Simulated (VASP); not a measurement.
The system is NaCl.

```
CELL_PARAMETERS angstrom
0.00000 2.81671 2.79669
2.81671 0.00000 2.79669
2.81671 2.81671 0.00000
ATOMIC_POSITIONS crystal
Na 0.00000 0.00000 0.00000
Cl 0.50000 0.50000 0.50000
```

This cell differs from its parent crystal: epitaxial xy strain +0.5%.

Base run:

```yaml
Program: VASP 6.6.1
Functional: PBE
Potentials_or_basis: VASP PAW PBE potentials, release 64 (Na_pv, Cl)
Cutoff: 520 eV
k_mesh: 8 × 8 × 8
Occupations: fermi-dirac, width 0.02 eV
Spin: no spin polarisation
```

Its results: band gap on the k mesh 5.15 eV, direct; pressure 1.0 GPa.

Problem. The run is repeated on the same cell with these changes: functional from PBE to r2SCAN; occupations from fermi-dirac, width 0.02 eV to gaussian, width 0.01 eV. What comes out?

Solution. Band gap on the k mesh 5.96 eV, direct; pressure -0.4 GPa.

Caveats: the PAW data sets were made with another functional, which shifts forces and pressure a little (some runs).

A k mesh can miss the band edges.
